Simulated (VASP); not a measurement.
Wanted: the native input for a VASP 6.6.1 run.

```
Task                   : single point
Functional             : BLYP
Potentials or basis    : VASP PAW PBE potentials, release 64 (Mn_pv)
Cutoff                 : 520 eV
k mesh                 : 17 × 17 × 17
Occupations            : fermi-dirac, width 0.05 eV
Spin                   : collinear spin, antiferromagnetic start
Starting moments       : [2.479, -2.479] μB
Dipole correction      : no
Further INCAR settings : ALGO = Normal; EDIFF = 1e-06; NBANDS = 24
```

The structure of Mn lies in POSCAR:

```
Mn
1.0
    2.9501502430      0.0000000000      0.0000000000
    0.0000000000      2.9501502430      0.0000000000
    0.0000000000      0.0000000000      2.9501502430
Mn
2
Direct
    0.0000000000      0.0000000000      0.0000000000
    0.5000000000      0.5000000000      0.5000000000
```

This isn't the form of Mn at room conditions, which is a 58-atom cubic cell.

The input as run:

INCAR

```
  PREC = Accurate
  ENCUT = 520
  EDIFF = 1E-6
  ISMEAR = -1
  SIGMA = 0.05
  LREAL = F
  LASPH = T
  NELM = 150
  ALGO = Normal
  ISIF = 2
  LWAVE = F
  LCHARG = F
  ISPIN = 2
  MAGMOM = 2.479 -2.479
  LORBIT = 11
  LMAXMIX = 4
  GGA = B5
  ALDAX = 1.0
  AGGAX = 1.0
  AGGAC = 1.0
  ALDAC = 0.0
  NBANDS = 24
```

KPOINTS

```
Automatic mesh
0
Gamma
  17 17 17
```

Potentials or basis: VASP PAW PBE potentials, release 64 (Mn_pv).

The run is started by

```console
$ cat potpaw_PBE.64/Mn_pv/POTCAR > POTCAR
$ mpirun -np 1 vasp_std > vasp.out
```

It gave:

```yaml
Pressure: 0.3 GPa
Band_gap_on_the_k_mesh: zero (filled and empty bands overlap)
Net_moment: 0.00 μB per cell
Site_moments: Mn +2.54, -2.54 μB
Valence_electrons_inside_the_program's_atomic_spheres: Mn 11.75
```

Caveat: the antiferromagnetic order is the one typed at the start, and another may lie lower; the PAW data sets were made with another functional, which shifts forces and pressure a little.

It took 62 s on 1 thread of Intel(R) Xeon(R) 6975P-C (Granite Rapids), on a shared host, peak memory 0.25 GiB.
